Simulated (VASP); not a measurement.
Here is a VASP 6.6.1 calculation.

POSCAR

```
InS3
1.0
    1.6374100000     -5.1229600000      0.0000000000
    0.0000000000      2.8231530000     -4.5777300000
    7.1953990000      5.1229600000      0.0000000000
S In
6 2
Direct
    0.8333000000      0.7500000000      0.7500000000
    0.2500000000      0.3333000000      0.7500000000
    0.6667000000      0.1667000000      0.7500000000
    0.1667000000      0.2500000000      0.2500000000
    0.7500000000      0.6667000000      0.2500000000
    0.3333000000      0.8333000000      0.2500000000
    0.0000000000      0.0000000000      0.0000000000
    0.5000000000      0.5000000000      0.5000000000
```

File INCAR.step1:

```
SYSTEM = InS3
ALGO = Normal ; EDIFF = 1E-4
ENCUT = 520 ; GGA = PE
ISMEAR = 0 ; LASPH = .TRUE.
LCHARG = .FALSE. ; LREAL = .FALSE.
LWAVE = .TRUE. ; NBANDS = 41
NELM = 100 ; PREC = Accurate
SIGMA = 0.0128
```

Contents of INCAR.step2:

```
SYSTEM = InS3
ALGO = Normal ; EDIFF = 1E-6
ENCUT = 520 ; ISIF = 2
ISMEAR = 0 ; ISTART = 1
LASPH = .TRUE. ; LCHARG = .FALSE.
LMIXTAU = .TRUE. ; LREAL = .FALSE.
LWAVE = .FALSE. ; METAGGA = R2SCAN
NBANDS = 41 ; NELM = 100
PREC = Accurate ; SIGMA = 0.0128
```

File KPOINTS:

```
k-points
0
G
  4 4 4
  0 0 0
```

Potentials or basis: VASP PAW PBE potentials, release 64 (S, In_d).

Command:

```console
$ cat potpaw_PBE.64/S/POTCAR potpaw_PBE.64/In_d/POTCAR > POTCAR
$ cp INCAR.step1 INCAR
$ mpirun -np 1 vasp_std > vasp.out
$ cp INCAR.step2 INCAR
$ mpirun -np 1 vasp_std > vasp.out
```

Question: Estimate the largest force.

Answer: 0.096 eV/Å.

Question: What does it give for the band gap on the k mesh?

Answer: Zero (band 31 reaches 4.32 eV, above the bottom of band 32 at 2.59 eV).

Question: Estimate the pressure.

Answer: -1.0 GPa.

Stress tensor (GPa, compression positive):
```
 0.15  0.59  0.36
 0.59 -1.50  0.12
 0.36  0.12 -1.62
```

Caveat: the PAW data sets were made with another functional, which shifts forces and pressure a little; spin-orbit coupling is left out, which moves the levels of the heavy elements.
